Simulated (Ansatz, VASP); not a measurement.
## One calculation of ZnGeP2, two programs

```
Zn Ge P
1.0
    -2.71611    2.71611    5.35632
     2.71611   -2.71611    5.35632
     2.71611    2.71611   -5.35632
Zn Ge P
2 2 4
Direct
  0.00000 0.00000 0.00000
  0.75000 0.25000 0.50000
  0.50000 0.50000 0.00000
  0.25000 0.75000 0.50000
  0.37500 0.37743 0.50243
  0.62257 0.12500 0.99757
  0.87500 0.87257 0.49757
  0.12743 0.62500 0.00243
```

Alike in both runs: functional PBE; dispersion D3(BJ); k mesh 8 × 8 × 8; occupations gaussian, width 0.02 eV; no spin polarisation.

Ansatz relaxed the structure, and its values are those at the end. VASP's run is a single point on that final structure, the one shown.

|  | VASP | Ansatz |
| --- | --- | --- |
| version | VASP 6.6.1 | Ansatz 0.2.0 |
| potentials or method | VASP PAW PBE potentials, release 64 (Zn, Ge_d, P), cutoff 500 eV | scalar-relativistic, plane waves, PAW |
| valence electrons in the cell | 72 | 72 |

Ansatz gave:

```
gap on the k mesh at the Fermi level (eV) : 1.23
least direct gap on the mesh (eV)         : 1.37
pressure (GPa)                            : 0.0
rms of the force components (eV/Å)        : 0.000
```

Problem. Estimate VASP's values.

Solution. gap on the k mesh at the Fermi level (eV): 1.23; least direct gap on the mesh (eV): 1.38; pressure (GPa): 0.0; rms of the force components (eV/Å): 0.013.
